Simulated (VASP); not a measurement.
Here is a VASP 6.6.1 calculation.

The input POSCAR:

```
Pd
1.0
    0.0000000000      2.5165803179      2.5165803179
    2.5165803179      0.0000000000      2.5165803179
    2.5165803179      2.5165803179      0.0000000000
Pd
2
Direct
    1.0000000000      0.0000000000      0.0000000000
    0.5000000000      0.5000000000      0.5000000000
```

INCAR.step1

```
SYSTEM = Pd
  ALGO = Normal
  EDIFF = 1E-4
  ENCUT = 520
  GGA = PE
  ISMEAR = -1
  ISPIN = 2
  LASPH = .True.
  LCHARG = .False.
  LMAXMIX = 4
  LREAL = .False.
  LWAVE = .True.
  MAGMOM = 0.5 -0.5
  NBANDS = 21
  NELM = 150
  PREC = Accurate
  SIGMA = 0.05
```

INCAR.step2

```
SYSTEM = Pd
  ALGO = Normal
  EDIFF = 1E-7
  ENCUT = 520
  ISIF = 2
  ISMEAR = -1
  ISPIN = 2
  ISTART = 1
  LASPH = .True.
  LCHARG = .False.
  LMAXMIX = 4
  LMIXTAU = .True.
  LORBIT = 11
  LREAL = .False.
  LWAVE = .False.
  MAGMOM = 0.5 -0.5
  METAGGA = R2SCAN
  NBANDS = 21
  NELM = 150
  PREC = Accurate
  SIGMA = 0.05
```

Contents of KPOINTS:

```
k-points
0
Gamma
  12 12 12
  0 0 0
```

Potentials or basis: VASP PAW PBE potentials, release 64 (Pd).

Run with:

```console
$ cat potpaw_PBE.64/Pd/POTCAR > POTCAR
$ cp INCAR.step1 INCAR
$ mpirun -np 1 vasp_std > vasp.out
$ cp INCAR.step2 INCAR
$ mpirun -np 1 vasp_std > vasp.out
```

Problem. What does it give for the pressure?

Solution. 15.1 GPa.

Problem. Estimate the net moment.

Solution. 0.00 μB per cell.

Problem. Estimate the band gap on the k mesh.

Solution. Zero (filled and empty bands overlap).

Caveat: the cell stands under pressure; the PAW data sets were made with another functional, which shifts forces and pressure a little.
